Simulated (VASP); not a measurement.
# W (Pbcm) in VASP: notebook, part 2 of 2

VASP 6.6.1. The steps go on from the part before.

**5. Single point, PBE**

This run uses another cell than the first one, of 16.82 Å³/atom.

File INCAR:

```
SYSTEM = W
ALGO = Fast
EDIFF = 1E-6
ENCUT = 520
GGA = PE
ISIF = 2
ISMEAR = -1
LASPH = .TRUE.
LCHARG = .FALSE.
LREAL = .FALSE.
LWAVE = .FALSE.
NBANDS = 36
NELM = 60
PREC = Accurate
SIGMA = 0.05
```

File KPOINTS:

```
k-points
0
G
  9 6 6
  0 0 0
```

File POSCAR:

```
W
1.0
    2.8096620000      0.0000000000      0.0000000000
    0.0000000000      4.8638700000      0.0000000000
    0.0000000000      0.0000000000      4.9236950000
W
4
Direct
    0.7931720000      0.9368430000      0.7500000000
    0.2068280000      0.4368430000      0.7500000000
    0.2068280000      0.0631570000      0.2500000000
    0.7931720000      0.5631570000      0.2500000000
```

Potentials or basis: VASP PAW PBE potentials, release 64 (W_sv).

On the command line:

```sh
$ cat potpaw_PBE.64/W_sv/POTCAR > POTCAR
$ mpirun -np 1 vasp_std > vasp.out
```

OUTCAR:

```text
SYSTEM = W
   EDIFF = 1E-6
   ENCUT = 520
   GGA = PE
   ISIF = 2
   ISMEAR = -1
   LASPH = .TRUE.
   LREAL = .FALSE.
   NELM = 60
   PREC = Accurate

 ion  position               nearest neighbor table
   1  0.793  0.937  0.750-   2 2.70   2 2.70   3 2.79   3 2.79   2 2.94   2 2.94   3 3.03   3 3.03
                             4 3.06   4 3.06
   2  0.207  0.437  0.750-   1 2.70   1 2.70   4 2.79   4 2.79   1 2.94   1 2.94   4 3.03   4 3.03
                             3 3.06   3 3.06
   3  0.207  0.063  0.250-   4 2.70   4 2.70   1 2.79   1 2.79   4 2.94   4 2.94   1 3.03   1 3.03
                             2 3.06   2 3.06
   4  0.793  0.563  0.250-   3 2.70   3 2.70   2 2.79   2 2.79   3 2.94   3 2.94   2 3.03   2 3.03
                             1 3.06   1 3.06

  LATTYP: Found a simple orthorhombic cell.
 ALAT       =     2.8096620000
 B/A-ratio  =     1.7311228183
 C/A-ratio  =     1.7524154151

  Lattice vectors:

 A1 = (   2.8096620000,   0.0000000000,   0.0000000000)
 A2 = (   0.0000000000,   4.8638700000,   0.0000000000)
 A3 = (   0.0000000000,   0.0000000000,   4.9236950000)

Analysis of symmetry for initial positions (statically):
[... 183 lines left out ...]
 cond. band min:      10.3257600658   @ k =   0.1111   0.1667   0.1667
 fundamental gap:      0.0148006006
 Fermi energy:        10.3139483951

 k-point     1 :       0.0000    0.0000    0.0000
  band No.  band energies     occupation
      1     -63.5503      2.00000
      2     -63.4736      2.00000
      3     -63.4406      2.00000
      4     -63.3922      2.00000
      5     -28.3228      2.00000
      6     -28.2696      2.00000
[... 925 lines left out ...]
     35      13.3945      0.00000
     36      14.0757      0.00000

 [... further k-points ...]

------------------------ aborting loop because EDIFF is reached ----------------------------------------

  FORCE on cell =-STRESS in cart. coord.  units (eV):
  Direction    XX          YY          ZZ          XY          YZ          ZX
  --------------------------------------------------------------------------------------
  -------------------------------------------------------------------------------------
  Total       -0.6868977     -1.0570444     -1.1845191      0.0000000      0.0000000      0.0000000
  in kB      -16.3559392    -25.1696188    -28.2049584      0.0000000      0.0000000      0.0000000
  external PRESSURE =     -23.2435055 kB  Pullay stress =       0.0000000 kB

 VOLUME and BASIS-vectors are now :
 -----------------------------------------------------------------------------
  energy-cutoff  :      520.00
  volume of cell :       67.29
      direct lattice vectors                 reciprocal lattice vectors
     2.809662000  0.000000000  0.000000000     0.355914697  0.000000000  0.000000000
     0.000000000  4.863870000  0.000000000     0.000000000  0.205597600  0.000000000
     0.000000000  0.000000000  4.923695000     0.000000000  0.000000000  0.203099501

 POSITION                                       TOTAL-FORCE (eV/Angst)
 -----------------------------------------------------------------------------------
      2.22855      4.55668      3.69277        -0.070906      0.061582      0.000000
      0.58112      2.12475      3.69277         0.070906      0.061582     -0.000000
      0.58112      0.30719      1.23092         0.070906     -0.061582     -0.000000
      2.22855      2.73912      1.23092        -0.070906     -0.061582      0.000000
 -----------------------------------------------------------------------------------
    total drift:                                0.000000      0.000000     -0.000000

  FREE ENERGIE OF THE ION-ELECTRON SYSTEM (eV)
  ---------------------------------------------------
  free  energy   TOTEN  =       -49.8450558929 eV

  energy  without entropy=      -49.8182014597  energy(sigma->0) =      -49.83162868
```

OSZICAR:

```text
N       E                     dE             d eps       ncg     rms          rms(c)
DAV:   1     0.721199513098E+03    0.72120E+03   -0.33170E+04  5760   0.183E+03
DAV:   2    -0.138605257426E+02   -0.73506E+03   -0.72089E+03  5948   0.576E+02
DAV:   3    -0.511576725933E+02   -0.37297E+02   -0.35856E+02  6936   0.124E+02
DAV:   4    -0.522381084664E+02   -0.10804E+01   -0.10510E+01  6824   0.189E+01
DAV:   5    -0.522549806034E+02   -0.16872E-01   -0.16840E-01  6916   0.255E+00    0.372E+01
RMM:   6    -0.503202795082E+02    0.19347E+01   -0.25788E+00  5935   0.103E+01    0.151E+01
RMM:   7    -0.498384581828E+02    0.48182E+00   -0.21810E+00  6409   0.864E+00    0.147E+00
RMM:   8    -0.498403659335E+02   -0.19078E-02   -0.20435E-01  7609   0.209E+00    0.557E-01
RMM:   9    -0.498446485814E+02   -0.42826E-02   -0.50882E-02  7649   0.112E+00    0.338E-01
RMM:  10    -0.498448474019E+02   -0.19882E-03   -0.78863E-03  7485   0.510E-01    0.896E-02
RMM:  11    -0.498450510294E+02   -0.20363E-03   -0.21482E-03  8378   0.255E-01    0.658E-02
RMM:  12    -0.498450564559E+02   -0.54266E-05   -0.24802E-04  7864   0.106E-01    0.545E-02
RMM:  13    -0.498450532698E+02    0.31861E-05   -0.76250E-05  7159   0.626E-02    0.422E-03
RMM:  14    -0.498450554509E+02   -0.21811E-05   -0.17088E-05  7526   0.287E-02    0.703E-03
RMM:  15    -0.498450558929E+02   -0.44195E-06   -0.18229E-06  4612   0.924E-03
   1 F= -.49845056E+02 E0= -.49831629E+02  d E =-.268544E-01
```

Run time: 3.6 min. Hardware: 1 thread of Intel Xeon 8259CL, shared host; peak memory 0.27 GiB.

Results:

- Free energy: -49.8451 eV
- Pressure: -2.3 GPa
- Largest force: 0.094 eV/Å
- Band gap on the k mesh: zero (bands 28 and 29 overlap by 1.23 eV)

Forces in eV/Å, atoms in the order of the input:
```
W   -0.071  0.062  0.000
W    0.071  0.062  0.000
W    0.071 -0.062  0.000
W   -0.071 -0.062  0.000
```

Caveat: spin-orbit coupling is left out, which moves the levels of the heavy elements.

**6. Single point, PBE**

This run uses another cell than the first one, of 17.16 Å³/atom.

File INCAR:

```
SYSTEM = W
PREC     = Accurate       ! precision mode
ENCUT    = 520            ! plane-wave cutoff, eV
EDIFF    = 1E-6           ! SCF threshold, eV
ISMEAR   = -1             ! smearing method
SIGMA    = 0.05           ! smearing width, eV
LREAL    = .FALSE.        ! projectors in reciprocal space
LASPH    = .TRUE.         ! aspherical terms in the spheres
NELM     = 60             ! most SCF steps
ALGO     = Fast           ! electronic algorithm
ISIF     = 2              ! what is computed and relaxed
LWAVE    = .FALSE.        ! write WAVECAR
LCHARG   = .TRUE.         ! write CHGCAR
GGA      = PE             ! functional
LELF     = .TRUE.         ! ELF
LVHAR    = .TRUE.       
NBANDS   = 36             ! bands
```

File KPOINTS:

```
regular mesh
0
G
  9 6 6
  0 0 0
```

File POSCAR:

```
W
1.0
    2.8282695754      0.0000000000      0.0000000000
    0.0000000000      4.8960819983      0.0000000000
    0.0000000000      0.0000000000      4.9563032019
W
4
Direct
    0.7931720000      0.9368430000      0.7500000000
    0.2068280000      0.4368430000      0.7500000000
    0.2068280000      0.0631570000      0.2500000000
    0.7931720000      0.5631570000      0.2500000000
```

Potentials or basis: VASP PAW PBE potentials, release 64 (W_sv).

On the command line:

```sh
$ cat potpaw_PBE.64/W_sv/POTCAR > POTCAR
$ mpirun -np 1 vasp_std > vasp.out
```

Run time: 3.3 min. Hardware: 1 thread of Intel Xeon 8259CL, shared host; peak memory 0.27 GiB.

It converged, with:

```
Free energy            : -49.8042 eV
Pressure               : -7.5 GPa
Largest force          : 0.064 eV/Å
Band gap on the k mesh : zero (bands 28 and 29 overlap by 1.19 eV)
```

Forces on the atoms (eV/Å):
```
W    0.007  0.064  0.000
W   -0.007  0.064  0.000
W   -0.007 -0.064  0.000
W    0.007 -0.064  0.000
```

Stress tensor (GPa, compression positive):
```
-7.10  0.00  0.00
 0.00 -7.83  0.00
 0.00  0.00 -7.48
```

Levels at points of the mesh, in eV from the Fermi level:
```
           k point  band 24  band 25  band 26  band 27  band 28  band 29  band 30  band 31  band 32  band 33
(0.00, 0.00, 0.00)    -0.57    -0.45    -0.36    -0.36    -0.32    -0.31    -0.18     0.53     1.51     2.39
(0.00, 0.50, 0.00)    -1.95    -1.43    -1.43     0.30     0.30     0.36     0.36     0.83     0.83     1.95
(0.00, 0.00, 0.50)    -2.09    -0.78    -0.78    -0.12    -0.12     0.63     0.63     1.74     1.74     3.11
(0.00, 0.50, 0.50)    -2.74    -1.16    -1.16    -1.16    -1.16     1.63     1.63     1.63     1.63     2.59
```

Caveat: the cell stands under tension; spin-orbit coupling is left out, which moves the levels of the heavy elements.

**7. Overview**

```csv
cell,gap on the mesh (eV),pressure (GPa),largest force (eV/Å)
"a = 2.752, b = 4.765, c = 4.823 Å, 4 atoms",none,16.8,0.34
"a = 2.772, b = 4.798, c = 4.857 Å, 4 atoms",none,9.8,0.25
"a = 2.791, b = 4.831, c = 4.891 Å, 4 atoms",none,3.4,0.16
"a = 2.810, b = 4.864, c = 4.924 Å, 4 atoms",none,-2.3,0.09
"a = 2.828, b = 4.896, c = 4.956 Å, 4 atoms",none,-7.5,0.06
```

Alike in all rows: task single point; level PBE; potentials or basis VASP PAW PBE potentials, release 64 (W_sv); no spin polarisation; k mesh 9 × 6 × 6; cutoff (eV) 520; smearing fermi-dirac 0.05 eV.

Caveats: spin-orbit coupling is left out, which moves the levels of the heavy elements; the cell stands under pressure (at least some runs); the cell stands under tension (at least some runs).

Total energies depend on the potentials used, so only differences within one code and one set of settings carry meaning.
